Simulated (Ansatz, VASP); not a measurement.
# BeRu in VASP and in Ansatz

The input INCAR:

```
ALGO = Normal ; EDIFF = 1E-6
ENCUT = 520 ; GGA = PE
ISIF = 2 ; ISMEAR = -1
LASPH = True ; LCHARG = False
LREAL = False ; LWAVE = False
NBANDS = 15 ; NELM = 80
PREC = Accurate ; SIGMA = 0.05
```

File KPOINTS:

```
k-points
0
Gamma
  12 12 7
```

File POSCAR:

```
BeRu
1.0
    2.4993717800      0.0000000000      0.0000000000
   -1.2496858900      2.1645194500      0.0000000000
    0.0000000000      0.0000000000      3.7955181000
Be Ru
1 1
Direct
    0.0000000000      0.0000000000      0.5000000000
    0.6666666700      0.3333333300      0.0000000000
```

input.yaml

```yaml
crystal:
  lattice:
    - [2.49937178, 0.0, 0.0]
    - [-1.24968589, 2.16451945, 0.0]
    - [0.0, 0.0, 3.7955181]
  atoms:
    - { symbol: Be, position: [0.0, 0.0, 0.5] }
    - { symbol: Ru, position: [0.66666667, 0.33333333, 0.0] }
kpoints:
  mp_grid: { grid: [12, 12, 7] }
scf:
  occupations: { method: fermi_dirac, width: 0.05 }
hamiltonian:
  xc: pbe
  pseudopotentials: { kind: all_electron, lapw: { basis_error: 0.0005 } }
output:
  forces: true
  stress: true
  eigenvalues: true
```

Alike in both runs: task single point; functional PBE; k mesh 12 × 12 × 7; occupations fermi-dirac, width 0.05 eV; no spin polarisation.

|  | VASP | Ansatz |
| --- | --- | --- |
| version | VASP 6.6.1 | Ansatz 0.2.0 |
| potentials or method | VASP PAW PBE potentials, release 64 (Be, Ru_pv), cutoff 520 eV | all-electron LAPW, scalar-relativistic |

|  | VASP | Ansatz | Ansatz less VASP |
| --- | --- | --- | --- |
| gap on the k mesh at the Fermi level (eV) | none | none | - |
| pressure (GPa) | 36.8 | 36.6 | -0.26 |
| traceless stress, the component that is largest in VASP (GPa) | -27.27 | -27.13 | +0.131 |

A gap of «none» marks a metal or a gap that the smearing closes. Both programs put the cell under a high pressure, so it lies far from rest at this level. Ansatz ran all-electron here, and VASP with PAW potentials.
